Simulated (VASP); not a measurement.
# FeGe16 (F-43m) in VASP: single point with PBEsol+U

Aim: the single point of FeGe16 with PBEsol+U.

Program: VASP 6.6.1. These are calculated values, not measurements. Logs are shortened: lines on timing, memory, paths and dates and some standing lists are left out, and cuts for length are marked.

## Step 1: The cell of the first run

Symmetry: F-43m, No. 216, cubic system. Conventional cell: a = 11.315 Å, b = 11.315 Å, c = 11.315 Å, α = 90.00°, β = 90.00°, γ = 90.00°. Fe (site symmetry -43m) has 10 Ge at 2.47 to 2.86 Å within 3.3 Å. Within 3.2 Å of Ge (site symmetry -43m) lie 4 Ge at 2.43 Å. Within 3.2 Å of Ge (site symmetry 2mm) lie 4 Ge at 2.44 to 2.47 Å and 1 Fe at 2.86 Å. Within 3.2 Å of Ge (site symmetry -43m) lie 4 Ge at 2.43 Å. Ge (site symmetry 3m) has 4 Ge at 2.43 to 2.47 Å and 1 Fe at 2.47 Å within 3.2 Å. Within 3.2 Å of Ge (site symmetry 3m) lie 4 Ge at 2.43 to 2.44 Å.

## Step 2: Single point, PBEsol+U, collinear spin, ferromagnetic start

The input, INCAR:

```
SYSTEM = FeGe16
PREC = Accurate ; ENCUT = 600
EDIFF = 1E-6 ; ISMEAR = 0
SIGMA = 0.05 ; LREAL = .FALSE.
LASPH = .TRUE. ; NELM = 200
ALGO = Normal ; ISIF = 2
LWAVE = .FALSE. ; LCHARG = .FALSE.
ISPIN = 2 ; MAGMOM = 2 0 0 0 0 0 0 0 0 0 0 0 0 0 0 0 0
LORBIT = 11 ; LMAXMIX = 4
LDAU = .TRUE. ; LDAUTYPE = 2
LDAUL = 2 -1 ; LDAUU = 6 0
LDAUJ = 0 0 ; LDAUPRINT = 1
GGA = PS ; NBANDS = 134
GGA_COMPAT = .FALSE.
```

The input, KPOINTS:

```
regular mesh
0
G
  3 3 3
  0 0 0
```

The input, POSCAR:

```
FeGe16
1.0
    0.0000000000      5.6575400000      5.6575400000
    5.6575400000      0.0000000000      5.6575400000
    5.6575400000      5.6575400000      0.0000000000
Fe Ge
1 16
Direct
    0.2500000000      0.2500000000      0.2500000000
    1.0000000000      1.0000000000      0.0000000000
    0.9976125891      0.9976125891      0.5023874109
    0.9976125891      0.5023874109      0.9976125891
    0.9976125891      0.5023874109      0.5023874109
    0.5023874109      0.9976125891      0.9976125891
    0.5023874109      0.9976125891      0.5023874109
    0.5023874109      0.5023874109      0.9976125891
    0.5000000000      0.5000000000      0.5000000000
    0.1242205332      0.1242205332      0.1242205332
    0.1242205332      0.1242205332      0.6273384004
    0.1242205332      0.6273384004      0.1242205332
    0.1277661185      0.6240779605      0.6240779605
    0.6273384004      0.1242205332      0.1242205332
    0.6240779605      0.1277661185      0.6240779605
    0.6240779605      0.6240779605      0.1277661185
    0.6240779605      0.6240779605      0.6240779605
```

Potentials or basis: VASP PAW PBE potentials, release 64 (Fe, Ge_d).

On the command line:

```console
cat potpaw_PBE.64/Fe/POTCAR potpaw_PBE.64/Ge_d/POTCAR > POTCAR
mpirun -np 1 vasp_std > vasp.out
```

OUTCAR:

```text
SYSTEM = FeGe16
   PREC = Accurate
   ENCUT = 600
   EDIFF = 1E-6
   ISMEAR = 0
   LREAL = .FALSE.
   LASPH = .TRUE.
   NELM = 200
   ISIF = 2
   ISPIN = 2
   LORBIT = 11
   GGA = PS

 ion  position               nearest neighbor table
   1  0.250  0.250  0.250-  10 2.47  11 2.47  12 2.47  14 2.47   7 2.86   8 2.86   3 2.86   4 2.86
                             5 2.86   6 2.86
   2  0.000  0.000  0.000-  11 2.43  12 2.43  14 2.43  10 2.43
   3  0.998  0.998  0.502-  13 2.44  15 2.44  10 2.47  11 2.47   1 2.86
   4  0.998  0.502  0.998-  13 2.44  16 2.44  10 2.47  12 2.47   1 2.86
   5  0.998  0.502  0.502-  17 2.44  13 2.44  11 2.47  12 2.47   1 2.86
   6  0.502  0.998  0.998-  15 2.44  16 2.44  10 2.47  14 2.47   1 2.86
   7  0.502  0.998  0.502-  17 2.44  15 2.44  11 2.47  14 2.47   1 2.86
   8  0.502  0.502  0.998-  17 2.44  16 2.44  12 2.47  14 2.47   1 2.86
   9  0.500  0.500  0.500-  13 2.43  15 2.43  16 2.43  17 2.43
  10  0.124  0.124  0.124-   2 2.43   1 2.47   3 2.47   4 2.47   6 2.47
  11  0.124  0.124  0.627-   2 2.43   1 2.47   5 2.47   7 2.47   3 2.47
  12  0.124  0.627  0.124-   2 2.43   1 2.47   5 2.47   8 2.47   4 2.47
  13  0.128  0.624  0.624-   9 2.43   4 2.44   3 2.44   5 2.44
  14  0.627  0.124  0.124-   2 2.43   1 2.47   7 2.47   8 2.47   6 2.47
  15  0.624  0.128  0.624-   9 2.43   6 2.44   3 2.44   7 2.44
  16  0.624  0.624  0.128-   9 2.43   6 2.44   4 2.44   8 2.44
  17  0.624  0.624  0.624-   9 2.43   7 2.44   8 2.44   5 2.44

  LATTYP: Found a face centered cubic cell.
 ALAT       =    11.3150800000

  Lattice vectors:

 A1 = (   0.0000000000,   5.6575400000,   5.6575400000)
 A2 = (   5.6575400000,   0.0000000000,   5.6575400000)
 A3 = (   5.6575400000,   5.6575400000,   0.0000000000)

Analysis of symmetry for initial positions (statically):
=====================================================================
 Subroutine PRICEL returns:
 Original cell was already a primitive cell.

 Routine SETGRP: Setting up the symmetry group for a
 face centered cubic supercell.

 Subroutine GETGRP returns: Found 24 space group operations
 (whereof 24 operations were pure point group operations)
 out of a pool of 48 trial point group operations.

The static configuration has the point symmetry T_d .

Analysis of symmetry for dynamics (positions and initial velocities):
=====================================================================
 Subroutine PRICEL returns:
 Original cell was already a primitive cell.

 Routine SETGRP: Setting up the symmetry group for a
 face centered cubic supercell.

 Subroutine GETGRP returns: Found 24 space group operations
 (whereof 24 operations were pure point group operations)
 out of a pool of 48 trial point group operations.

The dynamic configuration has the point symmetry T_d .

Analysis of structural, dynamic, and magnetic symmetry:
=====================================================================
 Subroutine PRICEL returns:
 Original cell was already a primitive cell.

 Routine SETGRP: Setting up the symmetry group for a
 face centered cubic supercell.

 Subroutine GETGRP returns: Found 24 space group operations
 (whereof 24 operations were pure point group operations)
 out of a pool of 48 trial point group operations.

The overall configuration has the point symmetry T_d .

 Subroutine INISYM returns: Found 24 space group operations
 (whereof 24 operations are pure point group operations),
 and found     1 'primitive' translations

----------------------------------------------------------------------------------------

                                     Primitive cell

  volume of cell :     362.1704

  direct lattice vectors                    reciprocal lattice vectors
     0.000000000  5.657540000  5.657540000    -0.088377634  0.088377634  0.088377634
     5.657540000  0.000000000  5.657540000     0.088377634 -0.088377634  0.088377634
     5.657540000  5.657540000  0.000000000     0.088377634  0.088377634 -0.088377634

  length of vectors
     8.000969798  8.000969798  8.000969798     0.153074553  0.153074553  0.153074553

  position of ions in fractional coordinates (direct lattice)
     0.250000000  0.250000000  0.250000000
     0.000000000  0.000000000  0.000000000
     0.997612589  0.997612589  0.502387411
     0.997612589  0.502387411  0.997612589
     0.997612589  0.502387411  0.502387411
     0.502387411  0.997612589  0.997612589
[... 9 lines left out ...]
     0.624077961  0.624077961  0.127766118
     0.624077961  0.624077961  0.624077961

  ion indices of the primitive-cell ions
   primitive index   ion index
                 1           1
                 2           2
[... 82 lines left out ...]
   EFERMI_NEDOS =   21; number of points for ismear=-14 and -15
   IALGO  =     38    algorithm
   IMIX   =      4    mixing-type and parameters
     AMIX     =   0.40;   BMIX     =  1.00
     AMIX_MAG =   1.60;   BMIX_MAG =  1.00
  volume/ion in A,a.u.               =      21.30       143.77
  Fermi-wavevector in a.u.,A,eV,Ry     =   1.411237  2.666851 27.097214  1.991589
  Thomas-Fermi vector in A             =   2.533109
   LORBIT       =     11    0 simple, 1 ext, 2 COOP (PROOUT), +10 PAW based schemes
 LDA+U is selected, type is set to LDAUTYPE =  2
   angular momentum for each species LDAUL =     2   -1
   U (eV)           for each species LDAUU =   6.0  0.0
   J (eV)           for each species LDAUJ =   0.0  0.0
   GGA     = PS    functional components
   LHFCALC =     F    Hartree Fock is set to
   AEXX    =    0.0000 exact exchange contribution
   IVDW    =     0    specifies the selected vdW correction
   LEPSILON=     F    determine dielectric tensor
   LRPA    =     F    only Hartree local field effects (RPA)
 spin polarized calculation
 Gauss-broadening in eV      SIGMA  =   0.05
  energy-cutoff  :      600.00
  volume of cell :      362.17
 maximum number of plane-waves:     12102
   NGX = 31   NGY = 31   NGZ = 31

atom =   1  type =  1  l = 2

 onsite density matrix

spin component  1

  0.9266  0.0000 -0.0000 -0.0000  0.0000
  0.0000  0.9266 -0.0000  0.0000  0.0000
 -0.0000 -0.0000  0.9633  0.0000  0.0000
 -0.0000  0.0000  0.0000  0.9266 -0.0000
  0.0000  0.0000  0.0000 -0.0000  0.9633

spin component  2

  0.6262  0.0000  0.0000  0.0000 -0.0000
  0.0000  0.6262 -0.0000  0.0000 -0.0000
  0.0000 -0.0000  0.0432 -0.0000  0.0000
  0.0000  0.0000 -0.0000  0.6262 -0.0000
 -0.0000 -0.0000  0.0000 -0.0000  0.0432

 occupancies and eigenvectors

  o =  0.0432  v =  0.0000  0.0000  0.0000  0.0000  0.0000  0.0000 -0.0000 -0.9903 -0.0000  0.1389      0.0000  0.0000  0.0000  0.0000  0.0000  0.0000  0.0000  0.0000  0.0000  0.0000
  o =  0.0432  v =  0.0000  0.0000  0.0000  0.0000  0.0000  0.0000  0.0000  0.1389  0.0000  0.9903      0.0000  0.0000  0.0000  0.0000  0.0000  0.0000  0.0000  0.0000  0.0000  0.0000
  o =  0.6262  v =  0.0000  0.0000  0.0000  0.0000  0.0000  1.0000  0.0000  0.0000  0.0000  0.0000      0.0000  0.0000  0.0000  0.0000  0.0000  0.0000  0.0000  0.0000  0.0000  0.0000
  o =  0.6262  v =  0.0000  0.0000  0.0000  0.0000  0.0000  0.0000 -0.2673  0.0000  0.9636  0.0000      0.0000  0.0000  0.0000  0.0000  0.0000  0.0000  0.0000  0.0000  0.0000  0.0000
  o =  0.6262  v =  0.0000  0.0000  0.0000  0.0000  0.0000  0.0000 -0.9636 -0.0000 -0.2673  0.0000      0.0000  0.0000  0.0000  0.0000  0.0000  0.0000  0.0000  0.0000  0.0000  0.0000
  o =  0.9266  v =  0.0000  0.9990 -0.0000 -0.0449 -0.0000  0.0000  0.0000  0.0000  0.0000  0.0000      0.0000  0.0000  0.0000  0.0000  0.0000  0.0000  0.0000  0.0000  0.0000  0.0000
  o =  0.9266  v =  1.0000  0.0000  0.0000  0.0000  0.0000  0.0000  0.0000  0.0000  0.0000  0.0000      0.0000  0.0000  0.0000  0.0000  0.0000  0.0000  0.0000  0.0000  0.0000  0.0000
  o =  0.9266  v =  0.0000  0.0449 -0.0000  0.9990  0.0000  0.0000  0.0000  0.0000  0.0000  0.0000      0.0000  0.0000  0.0000  0.0000  0.0000  0.0000  0.0000  0.0000  0.0000  0.0000
  o =  0.9633  v =  0.0000 -0.0000 -1.0000 -0.0000  0.0001  0.0000  0.0000  0.0000  0.0000  0.0000      0.0000  0.0000  0.0000  0.0000  0.0000  0.0000  0.0000  0.0000  0.0000  0.0000
  o =  0.9633  v =  0.0000  0.0000  0.0001 -0.0000  1.0000  0.0000  0.0000  0.0000  0.0000  0.0000      0.0000  0.0000  0.0000  0.0000  0.0000  0.0000  0.0000  0.0000  0.0000  0.0000

 number of electron     232.0000026 magnetization       2.6581917

 Free energy of the ion-electron system (eV)
  ---------------------------------------------------
  ext. energy  EPLUGINS =         0.00000000
  ---------------------------------------------------
  free energy    TOTEN  =       -81.45675795 eV

  energy without entropy =      -81.43603309  energy(sigma->0) =      -81.44639552

 E-fermi :   5.3143     XC(G=0): -10.3844

 val. band max:        5.2880791269   @ k =   0.3333   0.3333   0.0000
 cond. band min:       5.3154465575   @ k =   0.3333   0.0000   0.0000
 fundamental gap:      0.0273674306
 Fermi energy:         5.3143426130

 spin component 1

 k-point     1 :       0.0000    0.0000    0.0000
  band No.  band energies     occupation
      1     -19.7475      1.00000
      2     -19.7475      1.00000
      3     -19.7475      1.00000
      4     -19.6732      1.00000
      5     -19.6732      1.00000
      6     -19.6283      1.00000
[... 513 lines left out ...]
    127       8.1831      0.00000
    128       8.2669      0.00000
 Fermi energy:         5.3143426130

 spin component 2

 k-point     1 :       0.0000    0.0000    0.0000
  band No.  band energies     occupation
      1     -19.7446      1.00000
      2     -19.7446      1.00000
      3     -19.7446      1.00000
      4     -19.6692      1.00000
      5     -19.6692      1.00000
      6     -19.6268      1.00000
[... 513 lines left out ...]
    127       8.3431      0.00000
    128       8.4330      0.00000
 [bands above 128 left out]

------------------------ aborting loop because EDIFF is reached ----------------------------------------

  FORCE on cell =-STRESS in cart. coord.  units (eV):
  Direction    XX          YY          ZZ          XY          YZ          ZX
  --------------------------------------------------------------------------------------
  -------------------------------------------------------------------------------------
  Total        5.9229330      5.9229330      5.9229330      0.0000000      0.0000000      0.0000000
  in kB       26.2020037     26.2020037     26.2020037      0.0000000      0.0000000      0.0000000
  external PRESSURE =      26.2020037 kB  Pullay stress =       0.0000000 kB

 VOLUME and BASIS-vectors are now :
 -----------------------------------------------------------------------------
  energy-cutoff  :      600.00
  volume of cell :      362.17
      direct lattice vectors                 reciprocal lattice vectors
     0.000000000  5.657540000  5.657540000    -0.088377634  0.088377634  0.088377634
     5.657540000  0.000000000  5.657540000     0.088377634 -0.088377634  0.088377634
     5.657540000  5.657540000  0.000000000     0.088377634  0.088377634 -0.088377634

 POSITION                                       TOTAL-FORCE (eV/Angst)
 -----------------------------------------------------------------------------------
      2.82877      2.82877      2.82877         0.000000      0.000000      0.000000
      0.00000      0.00000      0.00000         0.000000      0.000000      0.000000
      8.48631      8.48631     11.28807         0.000000      0.000000     -0.055183
      8.48631     11.28807      8.48631         0.000000     -0.055183      0.000000
      5.68455      8.48631      8.48631         0.055183      0.000000      0.000000
     11.28807      8.48631      8.48631        -0.055183      0.000000      0.000000
[... 9 lines left out ...]
      4.25359      4.25359      7.06149         0.007475      0.007475     -0.007475
      7.06149      7.06149      7.06149        -0.007475     -0.007475     -0.007475
 -----------------------------------------------------------------------------------
    total drift:                               -0.000000     -0.000000     -0.000000

  FREE ENERGIE OF THE ION-ELECTRON SYSTEM (eV)
  ---------------------------------------------------
  free  energy   TOTEN  =       -81.4567579456 eV

  energy  without entropy=      -81.4360330918  energy(sigma->0) =      -81.44639552

 total charge

# of ion       s       p       d       tot
------------------------------------------
    1        0.327   0.332   6.637   7.297
    2        1.164   1.214  10.034  12.412
    3        1.132   1.259  10.029  12.420
    4        1.132   1.259  10.029  12.420
    5        1.132   1.259  10.029  12.420
    6        1.132   1.259  10.029  12.420
[... 9 lines left out ...]
   16        1.133   1.260  10.029  12.422
   17        1.133   1.260  10.029  12.422
--------------------------------------------------
tot         18.448  20.562 167.160 206.170

 magnetization (x)

# of ion       s       p       d       tot
------------------------------------------
    1        0.023   0.016   2.735   2.774
    2       -0.003   0.030  -0.000   0.026
    3        0.003  -0.005   0.000  -0.003
    4        0.003  -0.005   0.000  -0.003
    5        0.003  -0.005   0.000  -0.003
    6        0.003  -0.005   0.000  -0.003
[... 9 lines left out ...]
   16        0.003   0.006  -0.001   0.007
   17        0.003   0.006  -0.001   0.007
--------------------------------------------------
tot          0.053   0.049   2.719   2.822
```

Wall time 22 min (1 thread of AMD EPYC 9R45 (Zen 5), shared host); peak memory 0.93 GiB.

Results:

* Free energy: -81.4568 eV
* Pressure: 2.6 GPa
* Largest force: 0.055 eV/Å
* Net moment: 2.66 μB per cell
* Site moments: Fe +2.77; Ge +0.03, -0.00, +0.00, +0.01 μB
* Valence electrons inside the program's atomic spheres: Fe 7.30; Ge 12.41, 12.42, 12.43, 12.46

Forces in eV/Å, atoms in the order of the input:
```
Fe   0.000  0.000  0.000
Ge   0.000  0.000  0.000
Ge   0.000  0.000 -0.055
Ge   0.000 -0.055  0.000
Ge   0.055  0.000  0.000
Ge  -0.055  0.000  0.000
Ge   0.000  0.055  0.000
Ge   0.000  0.000  0.055
Ge   0.000  0.000  0.000
Ge  -0.012 -0.012 -0.012
Ge   0.012  0.012 -0.012
Ge   0.012 -0.012  0.012
Ge  -0.007  0.007  0.007
Ge  -0.012  0.012  0.012
Ge   0.007 -0.007  0.007
Ge   0.007  0.007 -0.007
Ge  -0.007 -0.007 -0.007
```

Eigenvalues of the final occupation matrices:
```
    site  spin  trace               eigenvalues
site 1 d     1   4.71  0.93 0.93 0.93 0.96 0.96
site 1 d     2   1.96  0.04 0.04 0.63 0.63 0.63
```

Caveat: the PAW data sets were made with another functional, which shifts forces and pressure a little; the U is typed as a test and isn't derived for this compound.
